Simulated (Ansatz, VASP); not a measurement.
C in VASP and in Ansatz

Contents of INCAR:

```
  PREC = Accurate
  ENCUT = 520
  EDIFF = 1E-7
  ISMEAR = 0
  SIGMA = 0.05
  LREAL = F
  LASPH = T
  NELM = 100
  ALGO = Normal
  ISIF = 2
  LWAVE = F
  LCHARG = F
  NBANDS = 26
```

Contents of KPOINTS:

```
Automatic mesh
0
Gamma
  8 8 8
```

Contents of POSCAR:

```
C
1.0
   -2.4103983070      2.4465542816      2.4465542816
    2.4103983070     -2.3742423324      2.3742423324
    2.4103983070      2.3742423324     -2.3742423324
C
8
Direct
    0.3254710870      0.0000000000      0.0000000000
    0.6745289130      0.6745289130      0.6745289130
    0.0000000000      0.3254710870      0.0000000000
    0.0000000000      0.0000000000      0.3254710870
    0.0000000000      0.6745289130      0.0000000000
    0.3254710870      0.3254710870      0.3254710870
    0.6745289130      0.0000000000      0.0000000000
    0.0000000000      0.0000000000      0.6745289130
```

Input for Ansatz:

```yaml
crystal:
  lattice:
    - [-2.410398307, 2.4465542816, 2.4465542816]
    - [2.410398307, -2.3742423324, 2.3742423324]
    - [2.410398307, 2.3742423324, -2.3742423324]
  atoms:
    - { symbol: C, position: [0.325471087, 0.0, 0.0] }
    - { symbol: C, position: [0.674528913, 0.674528913, 0.674528913] }
    - { symbol: C, position: [0.0, 0.325471087, 0.0] }
    - { symbol: C, position: [0.0, 0.0, 0.325471087] }
    - { symbol: C, position: [0.0, 0.674528913, 0.0] }
    - { symbol: C, position: [0.325471087, 0.325471087, 0.325471087] }
    - { symbol: C, position: [0.674528913, 0.0, 0.0] }
    - { symbol: C, position: [0.0, 0.0, 0.674528913] }
basis:
  ecutwfc: 420
kpoints:
  mp_grid: { grid: [8, 8, 8] }
hamiltonian:
  xc: lda
scf:
  occupations: { method: gaussian, width: 0.05 }
output:
  forces: true
  stress: true
  eigenvalues: true
```

Change from the starting cell: strain +0.0300 x Voigt [0, 0, 0, 1, 0, 0], atoms carried along.

Alike in both runs: task single point; functional LDA; k mesh 8 × 8 × 8; occupations gaussian, width 0.05 eV; no spin polarisation.

|  | VASP | Ansatz |
| --- | --- | --- |
| version | VASP 6.6.1 | Ansatz 0.2.0 |
| potentials or method | VASP PAW LDA potentials, release 64 (C), cutoff 520 eV | scalar-relativistic, plane waves, PAW |
| valence electrons in the cell | 32 | 32 |

|  | VASP | Ansatz | Ansatz less VASP |
| --- | --- | --- | --- |
| gap on the k mesh at the Fermi level (eV) | 2.78 | 2.79 | +0.008 |
| least direct gap on the mesh (eV) | 3.64 | 3.67 | +0.021 |
| pressure (GPa) | 1.2 | 0.1 | -1.07 |
| traceless stress, the component that is largest in VASP (GPa) | -8.85 | -8.89 | -0.037 |
| rms of the force components (eV/Å) | 0.052 | 0.045 | -0.0066 |

LDA's correlation is that of Perdew and Zunger in VASP and of Perdew and Wang (1992) in Ansatz. Atom by atom the forces differ by 0.029 eV/Å (rms over components).
